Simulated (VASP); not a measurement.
The system is HfSi3.

```
CELL_PARAMETERS angstrom
3.92355 0.00000 0.00000
0.00000 3.92355 0.00000
0.00000 0.00000 3.92355
ATOMIC_POSITIONS crystal
Hf 0.00000 0.00000 0.00000
Si 0.00000 0.50000 0.50000
Si 0.50000 0.00000 0.50000
Si 0.50000 0.50000 0.00000
```

The cell was built from a structure type or drawn by symmetry, and may not be a known phase.

| Property | Result |
| --- | --- |
| Program | VASP 6.6.1 |
| Task | relaxation of cell and atoms |
| Functional | PBE |
| Potentials or basis | VASP PAW PBE potentials, release 64 (Hf_pv, Si) |
| Cutoff | 600 eV |
| k mesh | 12 × 12 × 12 |
| Occupations | gaussian, width 0.1 eV |
| Spin | no spin polarisation |

At the start: pressure 4.6 GPa; volume 15.10 Å³/atom.

Where does the relaxation end?

Over 3 steps the energy falls by 7.7 meV/atom and the volume is 15.66 Å³/atom (+3.7 %); space group Pm-3m (No. 221, to 0.1 Å) before and after.

The path:
| step | energy change (eV) | largest force (eV/Å) | pressure (GPa) | volume (Å³) |
| --- | --- | --- | --- | --- |
| 1 | 0.0000 | 0.0000 | 4.56 | 60.40 |
| 2 | -0.0166 | 0.0000 | -2.78 | 64.24 |
| 3 | -0.0308 | 0.0000 | 0.00 | 62.64 |

Final structure:
```
Hf Si
1.0
     3.97144    0.00000    0.00000
     0.00000    3.97144    0.00000
     0.00000    0.00000    3.97144
Hf Si
1 3
Direct
  0.00000 0.00000 0.00000
  0.00000 0.50000 0.50000
  0.50000 0.00000 0.50000
  0.50000 0.50000 0.00000
```
